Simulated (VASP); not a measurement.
Set up this calculation in VASP 6.6.1, as the native input.

| Item | Value |
| --- | --- |
| Task | single point |
| Functional | PBEsol |
| Potentials or basis | VASP PAW PBE potentials, release 64 (Ag) |
| Cutoff | 520 eV |
| k mesh | 20 × 20 × 20 |
| Occupations | gaussian, width 0.15 eV |
| Spin | no spin polarisation |
| Dipole correction | no |
| Further INCAR settings | ALGO = Fast; EDIFF = 1e-07; NBANDS = 12 |

The structure of Ag lies in POSCAR:

```
Ag
1.0
    0.0000000000      1.9818070000      2.1043930000
    1.9818070000      0.0000000000      2.1043930000
    1.9818070000      1.9818070000      0.0000000000
Ag
1
Direct
    0.0000000000      0.0000000000      0.0000000000
```

This cell differs from its parent crystal: strain -0.030 along x and y, +0.030 along z.

The input as run:

INCAR

```
SYSTEM = Ag
  PREC = Accurate
  ENCUT = 520
  EDIFF = 1E-7
  ISMEAR = 0
  SIGMA = 0.15
  LREAL = .FALSE.
  LASPH = .TRUE.
  NELM = 80
  ALGO = Fast
  ISIF = 2
  LWAVE = .FALSE.
  LCHARG = .FALSE.
  GGA = PS
  NBANDS = 12
```

KPOINTS

```
regular mesh
0
G
  20 20 20
  0 0 0
```

Potentials or basis: VASP PAW PBE potentials, release 64 (Ag).

The run is started by

```bash
$ cat potpaw_PBE.64/Ag/POTCAR > POTCAR
$ mpirun -np 1 vasp_std > vasp.out
```

Results of the run:

| Item | Value |
| --- | --- |
| Pressure | 0.9 GPa |

Caveat: the cell differs from its parent crystal (strain -0.030 along x and y, +0.030 along z); the PAW data sets were made with another functional, which shifts forces and pressure a little.

It took 64 s on 1 thread of Intel(R) Xeon(R) 6975P-C (Granite Rapids) (shared host), peak memory 0.24 GiB.
